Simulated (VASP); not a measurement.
Wanted: the native input for a VASP 6.6.1 run.

- Task: single point
- Functional: PBE-based screened hybrid with 25 % exact exchange
- Potentials or basis: VASP PAW PBE potentials, release 64 (W_sv, S)
- Cutoff: 520 eV
- k mesh: 5 × 5 × 5
- Occupations: fermi-dirac, width 0.05 eV
- Spin: no spin polarisation
- Dipole correction: no
- Grid for exact exchange (PRECFOCK): Normal
- Share of exact exchange: 0.25
- Further INCAR settings: ALGO = Normal; EDIFF = 1e-07; NBANDS = 17
- Screening parameter: 0.3 1/Å

WS:

```
CELL_PARAMETERS angstrom
-1.74056 1.74056 2.46054
1.74056 -1.74056 2.46054
1.74056 1.74056 -2.46054
ATOMIC_POSITIONS crystal
W 0.50000 0.50000 0.00000
S 0.00000 0.00000 0.00000
```

One way to write it, as run:

POSCAR

```
WS
1.0
   -1.7405633138      1.7405633138      2.4605373270
    1.7405633138     -1.7405633138      2.4605373270
    1.7405633138      1.7405633138     -2.4605373270
W S
1 1
Direct
    0.5000000000      0.5000000000      0.0000000000
    0.0000000000      0.0000000000      0.0000000000
```

INCAR.step1

```
SYSTEM = WS
PREC = Accurate
ENCUT = 520
EDIFF = 1E-5
ISMEAR = -1
SIGMA = 0.05
LREAL = .False.
LASPH = .True.
NELM = 80
ALGO = Normal
ISIF = 2
LWAVE = .True.
GGA = PE
NBANDS = 17
```

INCAR.step2

```
SYSTEM = WS
PREC = Accurate
ENCUT = 520
EDIFF = 1E-7
ISMEAR = -1
SIGMA = 0.05
LREAL = .False.
LASPH = .True.
NELM = 80
ALGO = Normal
ISIF = 2
LWAVE = .False.
LCHARG = .True.
GGA = PE
LHFCALC = .True.
AEXX = 0.25
HFSCREEN = 0.3
PRECFOCK = Normal
LELF = .True.
LVHAR = .True.
ISTART = 1
NBANDS = 17
```

KPOINTS

```
Automatic mesh
0
Gamma
  5 5 5
  0 0 0
```

Potentials or basis: VASP PAW PBE potentials, release 64 (W_sv, S).

Launch:

```console
$ cat potpaw_PBE.64/W_sv/POTCAR potpaw_PBE.64/S/POTCAR > POTCAR
$ cp INCAR.step1 INCAR
$ mpirun -np 1 vasp_std > vasp.out
$ cp INCAR.step2 INCAR
$ mpirun -np 1 vasp_std > vasp.out
```

It gave:

```
Pressure               : -0.3 GPa
Band gap on the k mesh : zero (bands 10 and 11 overlap by 4.01 eV)
```

Caveat: the k points lie up to 0.44 Å⁻¹ apart, too coarse for converged energies and pressures of a metal; the PAW data sets were made with another functional, which shifts forces and pressure a little; spin-orbit coupling is left out, which moves the levels of the heavy elements.

It took 25 min on 1 thread of Intel(R) Xeon(R) 6975P-C (Granite Rapids), with other jobs on the host, peak memory 0.26 GiB.
